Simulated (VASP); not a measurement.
# Be2Sb (P4/nmm) in VASP: a series of runs

The runs below take Be2Sb through single point, relaxation of cell and atoms, with PBEsol.

Everything below comes from runs of VASP 6.6.1. Logs are shortened: lines on timing, memory, paths and dates and some standing lists are left out, and cuts for length are marked.

### Step 1. The cell of the first run

Symmetry: P4/nmm, No. 129, tetragonal system. Conventional cell: a = 3.616 Å, b = 3.616 Å, c = 6.537 Å, α = 90.00°, β = 90.00°, γ = 90.00°. Be (site symmetry -4m2) has 8 Be at 2.33 to 2.56 Å and 4 Sb at 2.77 Å within 3.1 Å. Within 3.1 Å of Be (site symmetry 4mm) lie 4 Be at 2.33 Å and 5 Sb at 2.63 to 2.97 Å. Sb (site symmetry 4mm) has 10 Be at 2.63 to 3.57 Å and 8 Sb at 3.47 to 3.62 Å within 3.7 Å.

### Step 2. Single point, PBEsol

Input file INCAR:

```
SYSTEM = Be2Sb
  ALGO = Normal
  EDIFF = 1E-7
  ENCUT = 520
  GGA = PS
  ISIF = 2
  ISMEAR = -1
  LASPH = .True.
  LCHARG = .False.
  LREAL = .False.
  LWAVE = .False.
  NBANDS = 18
  NELM = 60
  PREC = Accurate
  SIGMA = 0.0317
```

Input file KPOINTS:

```
k-points
0
Gamma
  8 8 5
  0 0 0
```

Input file POSCAR:

```
Be2Sb
1.0
    3.6159561896      0.0000000000      0.0000000000
    0.0000000000      3.6159561896      0.0000000000
    0.0000000000      0.0000000000      6.5373169039
Be Sb
4 2
Direct
    0.0000000000      0.0000000000      0.0000000000
    0.5000000000      0.5000000000      0.0000000000
    0.0000000000      0.5000000000      0.2256381539
    0.5000000000      0.0000000000      0.7743618461
    0.0000000000      0.5000000000      0.6793290547
    0.5000000000      0.0000000000      0.3206709453
```

Potentials or basis: VASP PAW PBE potentials, release 64 (Be, Sb).

The run is started by

```console
cat potpaw_PBE.64/Be/POTCAR potpaw_PBE.64/Sb/POTCAR > POTCAR
mpirun -np 1 vasp_std > vasp.out
```

OUTCAR:

```text
SYSTEM = Be2Sb
   EDIFF = 1E-7
   ENCUT = 520
   GGA = PS
   ISIF = 2
   ISMEAR = -1
   LASPH = .True.
   LREAL = .False.
   NELM = 60
   PREC = Accurate

 ion  position               nearest neighbor table
   1  0.000  0.000  0.000-   3 2.33   4 2.33   3 2.33   4 2.33   5 2.77   5 2.77   6 2.77   6 2.77

   2  0.500  0.500  0.000-   3 2.33   4 2.33   4 2.33   3 2.33   5 2.77   6 2.77   6 2.77   5 2.77

   3  0.000  0.500  0.226-   1 2.33   2 2.33   1 2.33   2 2.33   6 2.63   6 2.63   6 2.63   6 2.63
                             5 2.97
   4  0.500  0.000  0.774-   1 2.33   2 2.33   2 2.33   1 2.33   5 2.63   5 2.63   5 2.63   5 2.63
                             6 2.97
   5  0.000  0.500  0.679-   4 2.63   4 2.63   4 2.63   4 2.63   2 2.77   2 2.77   1 2.77   1 2.77
                             3 2.97   6 3.47   6 3.47   6 3.47   6 3.47
   6  0.500  0.000  0.321-   3 2.63   3 2.63   3 2.63   3 2.63   2 2.77   1 2.77   1 2.77   2 2.77
                             4 2.97   5 3.47   5 3.47   5 3.47   5 3.47

  LATTYP: Found a simple tetragonal cell.
 ALAT       =     3.6159561896
 C/A-ratio  =     1.8079082160

  Lattice vectors:

 A1 = (   3.6159561896,   0.0000000000,   0.0000000000)
 A2 = (   0.0000000000,   3.6159561896,   0.0000000000)
 A3 = (   0.0000000000,   0.0000000000,   6.5373169039)

Analysis of symmetry for initial positions (statically):
=====================================================================
 Subroutine PRICEL returns:
 Original cell was already a primitive cell.

 Routine SETGRP: Setting up the symmetry group for a
 simple tetragonal supercell.

 Subroutine GETGRP returns: Found 16 space group operations
 (whereof  8 operations were pure point group operations)
 out of a pool of 16 trial point group operations.

The static configuration has the point symmetry D_2d.
 The point group associated with its full space group is D_4h.

Analysis of symmetry for dynamics (positions and initial velocities):
=====================================================================
 Subroutine PRICEL returns:
 Original cell was already a primitive cell.

 Routine SETGRP: Setting up the symmetry group for a
 simple tetragonal supercell.

 Subroutine GETGRP returns: Found 16 space group operations
 (whereof  8 operations were pure point group operations)
 out of a pool of 16 trial point group operations.

The dynamic configuration has the point symmetry D_2d.
 The point group associated with its full space group is D_4h.

 Subroutine INISYM returns: Found 16 space group operations
 (whereof  8 operations are pure point group operations),
 and found     1 'primitive' translations

----------------------------------------------------------------------------------------

                                     Primitive cell

  volume of cell :      85.4763

  direct lattice vectors                    reciprocal lattice vectors
     3.615956190  0.000000000  0.000000000     0.276552023  0.000000000  0.000000000
     0.000000000  3.615956190  0.000000000     0.000000000  0.276552023  0.000000000
     0.000000000  0.000000000  6.537316904     0.000000000  0.000000000  0.152967955

  length of vectors
     3.615956190  3.615956190  6.537316904     0.276552023  0.276552023  0.152967955

  position of ions in fractional coordinates (direct lattice)
     0.000000000  0.000000000  0.000000000
     0.500000000  0.500000000  0.000000000
     0.000000000  0.500000000  0.225638154
     0.500000000  0.000000000  0.774361846
     0.000000000  0.500000000  0.679329055
     0.500000000  0.000000000  0.320670945

  ion indices of the primitive-cell ions
   primitive index   ion index
                 1           1
                 2           2
                 3           3
                 4           4
                 5           5
                 6           6

----------------------------------------------------------------------------------------

 KPOINTS: k-points

Automatic generation of k-mesh.
 Grid dimensions read from file:
 generate k-points for:    8    8    5

 Generating k-lattice:

  Cartesian coordinates                     Fractional coordinates (reciprocal lattice)
     0.034569003  0.000000000  0.000000000     0.125000000  0.000000000  0.000000000
     0.000000000  0.034569003  0.000000000     0.000000000  0.125000000  0.000000000
     0.000000000  0.000000000  0.030593591     0.000000000  0.000000000  0.200000000

  Length of vectors
     0.034569003  0.034569003  0.030593591

  Shift w.r.t. Gamma in fractional coordinates (k-lattice)
     0.000000000  0.000000000  0.000000000

 Subroutine IBZKPT returns following result:
 ===========================================

 Found     45 irreducible k-points:

 Following reciprocal coordinates:
            Coordinates               Weight
  0.000000  0.000000  0.000000      1.000000
  0.125000  0.000000  0.000000      4.000000
  0.250000  0.000000  0.000000      4.000000
  0.375000  0.000000  0.000000      4.000000
  0.500000  0.000000  0.000000      2.000000
  0.125000  0.125000  0.000000      4.000000
[... 16 lines left out ...]
  0.375000  0.125000  0.200000     16.000000
  0.500000  0.125000  0.200000      8.000000
 [... further k-points ...]
   k-points           NKPTS =     45   k-points in BZ     NKDIM =     45   number of bands    NBANDS=     18
   number of dos      NEDOS =    301   number of ions     NIONS =      6
   total plane-waves  NPLWV =  39200
   dimension x,y,z NGX =    28 NGY =   28 NGZ =   50
   dimension x,y,z NGXF=    56 NGYF=   56 NGZF=  100
   ions per type =               4   2
   NGX,Y,Z   is equivalent  to a cutoff of  12.87, 12.87, 12.72 a.u.
   NGXF,Y,Z  is equivalent  to a cutoff of  25.75, 25.75, 25.43 a.u.
 SYSTEM =  Be2Sb
   PREC   = accura    normal or accurate (medium, high low for compatibility)
   ISTART =      0    job   : 0-new  1-cont  2-samecut
   ICHARG =      2    charge: 1-file 2-atom 10-const
   ISPIN  =      1    spin polarized calculation?
   LNONCOLLINEAR =      F non collinear calculations
   LSORBIT =      F    spin-orbit coupling
   LASPH  =      T    aspherical Exc in radial PAW
   ENCUT  =  520.0 eV  38.22 Ry    6.18 a.u.   6.72  6.72 12.16*2*pi/ulx,y,z
   NELM   =     60;   NELMIN=  2; NELMDL= -5     # of ELM steps
   EDIFF  = 0.1E-06   stopping-criterion for ELM
   LREAL  =      F    real-space projection
   EDIFFG = 0.1E-05   stopping-criterion for IOM
   NSW    =      0    number of steps for IOM
   IBRION =     -1    ionic relax: 0-MD 1-quasi-New 2-CG
   NFREE  =      0    steps in history (QN), initial steepest desc. (CG)
   ISIF   =      2    stress and relaxation
   ISYM   =      2    0-nonsym 1-usesym 2-fastsym
   POTIM  = 0.5000    time-step for ionic-motion
   TEBEG  =    0.0;   TEEND  =   0.0 temperature during run
   PSTRESS=    0.0 pullay stress
   NELECT =      18.0000    total number of electrons
   NUPDOWN=      -1.0000    fix difference up-down
   EMIN   =  10.00;   EMAX   =-10.00  energy-range for DOS
   EFERMI =   0.00;   METHOD = LEGACY
   ISMEAR =    -1;   SIGMA  =   0.03  broadening in eV -4-tet -1-fermi 0-gaus
   EFERMI_NEDOS =   21; number of points for ismear=-14 and -15
   IALGO  =     38    algorithm
   IMIX   =      4    mixing-type and parameters
     AMIX     =   0.40;   BMIX     =  1.00
     AMIX_MAG =   1.60;   BMIX_MAG =  1.00
  volume/ion in A,a.u.               =      14.25        96.14
  Fermi-wavevector in a.u.,A,eV,Ry     =   0.973981  1.840557 12.907011  0.948639
  Thomas-Fermi vector in A             =   2.104404
   LORBIT       =      0    0 simple, 1 ext, 2 COOP (PROOUT), +10 PAW based schemes
   GGA     = PS    functional components
   LHFCALC =     F    Hartree Fock is set to
   AEXX    =    0.0000 exact exchange contribution
   IVDW    =     0    specifies the selected vdW correction
   LEPSILON=     F    determine dielectric tensor
   LRPA    =     F    only Hartree local field effects (RPA)
 non-spin polarized calculation
  energy-cutoff  :      520.00
  volume of cell :       85.48
 maximum number of plane-waves:      2340
 NGX is ok and might be reduce to    28
   NGX = 13   NGY = 13   NGZ = 25

 number of electron      17.9999999 magnetization

 Free energy of the ion-electron system (eV)
  ---------------------------------------------------
  ext. energy  EPLUGINS =         0.00000000
  ---------------------------------------------------
  free energy    TOTEN  =       -22.74875280 eV

  energy without entropy =      -22.74250008  energy(sigma->0) =      -22.74562644

 E-fermi :   8.3545     XC(G=0): -10.4862

 val. band max:        8.3497560722   @ k =   0.1250   0.1250   0.2000
 cond. band min:       8.3724147934   @ k =   0.3750   0.0000   0.4000
 fundamental gap:      0.0226587212
 Fermi energy:         8.3545431830

 k-point     1 :       0.0000    0.0000    0.0000
  band No.  band energies     occupation
      1      -4.7495      2.00000
      2      -2.4963      2.00000
      3       0.3179      2.00000
      4       5.2758      2.00000
      5       5.2758      2.00000
      6       6.8714      2.00000
[... 10 lines left out ...]
     17      14.6952      0.00000
     18      14.8006      0.00000

 k-point     2 :       0.1250    0.0000    0.0000
  band No.  band energies     occupation
      1      -4.5894      2.00000
      2      -2.3749      2.00000
      3       0.4790      2.00000
      4       4.0802      2.00000
      5       5.4662      2.00000
      6       6.5215      2.00000
[... 10 lines left out ...]
     17      13.6609      0.00000
     18      14.7006      0.00000

 k-point     3 :       0.2500    0.0000    0.0000
  band No.  band energies     occupation
      1      -4.1172      2.00000
      2      -2.0747      2.00000
      3       0.9601      2.00000
      4       2.3812      2.00000
      5       4.5340      2.00000
      6       5.8646      2.00000
[... 412 lines left out ...]
 k-point    23 :       0.3750    0.1250    0.2000
  band No.  band energies     occupation
      1      -3.1203      2.00000
      2      -1.9268      2.00000
      3       1.0893      2.00000
      4       2.3329      2.00000
      5       2.8197      2.00000
      6       5.1281      2.00000
[... 10 lines left out ...]
     17      14.2116      0.00000
     18      14.7571      0.00000

 k-point    24 :       0.5000    0.1250    0.2000
  band No.  band energies     occupation
      1      -2.2864      2.00000
      2      -2.2864      2.00000
      3       1.1936      2.00000
      4       1.1936      2.00000
      5       3.8154      2.00000
      6       3.8154      2.00000
[... 10 lines left out ...]
     17      14.5476      0.00000
     18      14.5476      0.00000

 [... further k-points ...]
[... 5 lines left out ...]
  --------------------------------------------------------------------------------------
  -------------------------------------------------------------------------------------
  Total        0.1921763      0.1921763      0.1618954      0.0000000      0.0000000      0.0000000
  in kB        3.6021737      3.6021737      3.0345843      0.0000000      0.0000000      0.0000000
  external PRESSURE =       3.4129773 kB  Pullay stress =       0.0000000 kB

 VOLUME and BASIS-vectors are now :
 -----------------------------------------------------------------------------
  energy-cutoff  :      520.00
  volume of cell :       85.48
      direct lattice vectors                 reciprocal lattice vectors
     3.615956190  0.000000000  0.000000000     0.276552023  0.000000000  0.000000000
     0.000000000  3.615956190  0.000000000     0.000000000  0.276552023  0.000000000
     0.000000000  0.000000000  6.537316904     0.000000000  0.000000000  0.152967955

 POSITION                                       TOTAL-FORCE (eV/Angst)
 -----------------------------------------------------------------------------------
      0.00000      0.00000      0.00000         0.000000     -0.000000      0.000000
      1.80798      1.80798      0.00000        -0.000000     -0.000000      0.000000
      0.00000      1.80798      1.47507         0.000000      0.000000     -0.013257
      1.80798      0.00000      5.06225         0.000000      0.000000      0.013257
      0.00000      1.80798      4.44099         0.000000     -0.000000     -0.044776
      1.80798      0.00000      2.09633        -0.000000     -0.000000      0.044776
 -----------------------------------------------------------------------------------
    total drift:                               -0.000000     -0.000000     -0.000000

  FREE ENERGIE OF THE ION-ELECTRON SYSTEM (eV)
  ---------------------------------------------------
  free  energy   TOTEN  =       -22.7487528012 eV

  energy  without entropy=      -22.7425000765  energy(sigma->0) =      -22.74562644
```

Wall time 2 min (1 thread of AMD EPYC 7R13, shared host); peak memory 0.19 GiB.

What came out:

| Property | Result |
| --- | --- |
| Free energy | -22.7488 eV |
| Pressure | 0.3 GPa |
| Largest force | 0.045 eV/Å |
| Band gap on the k mesh | zero (bands 9 and 10 overlap by 3.88 eV) |

Forces on the atoms (eV/Å):
```
Be   0.000  0.000  0.000
Be   0.000  0.000  0.000
Be   0.000  0.000 -0.013
Be   0.000  0.000  0.013
Sb   0.000  0.000 -0.045
Sb   0.000  0.000  0.045
```

Caveat: the PAW data sets were made with another functional, which shifts forces and pressure a little; spin-orbit coupling is left out, which moves the levels of the heavy elements.

[end of part 1 of 2]
